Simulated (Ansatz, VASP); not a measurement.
Sb in VASP and in Ansatz

Contents of POSCAR:

```
Sb
1.0
    5.1294153392      0.0000000000      0.0000000000
    0.0000000000      4.1128741301      0.0000000000
    0.0000000000      0.0000000000     29.0216962420
Sb
4
Direct
    0.0564372717      0.0000000000      0.3752430688
    0.4435627283      0.5000000000      0.3752430688
    0.5564372717      0.5000000000      0.2794395467
    0.9435627283      0.0000000000      0.2794395467
```

File INCAR.step1:

```
PREC = Accurate ; ENCUT = 520
ISMEAR = 0 ; SIGMA = 0.01
LREAL = False ; LASPH = True
NELM = 80 ; LDIPOL = True
IDIPOL = 3 ; DIPOL = 0.5 0.5 0.327
NBANDS = 18 ; GGA = PE
ALGO = Normal ; EDIFF = 1E-4
LWAVE = True ; LCHARG = False
```

Contents of INCAR.step2:

```
PREC = Accurate ; ENCUT = 520
EDIFF = 1E-7 ; ISMEAR = 0
SIGMA = 0.01 ; LREAL = False
LASPH = True ; NELM = 80
ALGO = Normal ; ISIF = 2
LWAVE = False ; LCHARG = False
LDIPOL = True ; IDIPOL = 3
DIPOL = 0.5 0.5 0.327 ; METAGGA = R2SCAN
LMIXTAU = True ; NBANDS = 18
ISTART = 1
```

KPOINTS

```
Automatic mesh
0
Gamma
  6 6 1
```

Input for Ansatz:

```yaml
crystal:
  lattice:
    - [5.1294153392, 0.0, 0.0]
    - [0.0, 4.1128741301, 0.0]
    - [0.0, 0.0, 29.021696242]
  atoms:
    - { symbol: Sb, position: [0.0564372717, 0.0, 0.3752430688] }
    - { symbol: Sb, position: [0.4435627283, 0.5, 0.3752430688] }
    - { symbol: Sb, position: [0.5564372717, 0.5, 0.2794395467] }
    - { symbol: Sb, position: [0.9435627283, 0.0, 0.2794395467] }
  periodic: [true, true, false]
kpoints:
  mp_grid: { grid: [6, 6, 1] }
  band_path:
    path:
      - [0.0, 0.0, 0.0]
      - [0.5, 0.0, 0.0]
      - [0.5, 0.5, 0.0]
      - [0.0, 0.5, 0.0]
      - [0.4, 0.0, 0.0]
      - [0.389323, 0.0, 0.0]
    npoints: 1
hamiltonian:
  xc: r2scan
scf:
  occupations: { method: fixed }
  n_extra_bands: 5
output:
  forces: true
  stress: true
  eigenvalues: true
  write_density: true
  write_potential: true
  elf: true
  volumetric_format: npy
```

Change from the starting cell: uniaxial_y strain -3.0%.

Alike in both runs: task single point; functional r2SCAN; k mesh 6 × 6 × 1; no spin polarisation.

```csv
,VASP,Ansatz
version,VASP 6.6.1,Ansatz 0.2.0
potentials or method,"VASP PAW PBE potentials, release 64 (Sb)","plane waves, PAW"
plane-wave cutoff (eV),520,500
occupations,"gaussian, width 0.01 eV",fixed
valence electrons in the cell,20,60
```

Ansatz gave:

```
gap on the k mesh at the Fermi level (eV) : 0.55
rms of the force components (eV/Å)        : 0.018
```

**Question.** Estimate VASP's values.

**Answer.** gap on the k mesh at the Fermi level (eV): 0.53; rms of the force components (eV/Å): 0.045.

VASP's potentials were made for PBE, not for r2SCAN. Atom by atom the forces differ by 0.040 eV/Å (rms over components). VASP's potentials hold 20 valence electrons a cell and Ansatz's 60, so a difference there can come from the potentials and not from the codes. Ansatz's warnings: xc potential rough in thin density.

Neither program's run includes spin-orbit coupling.
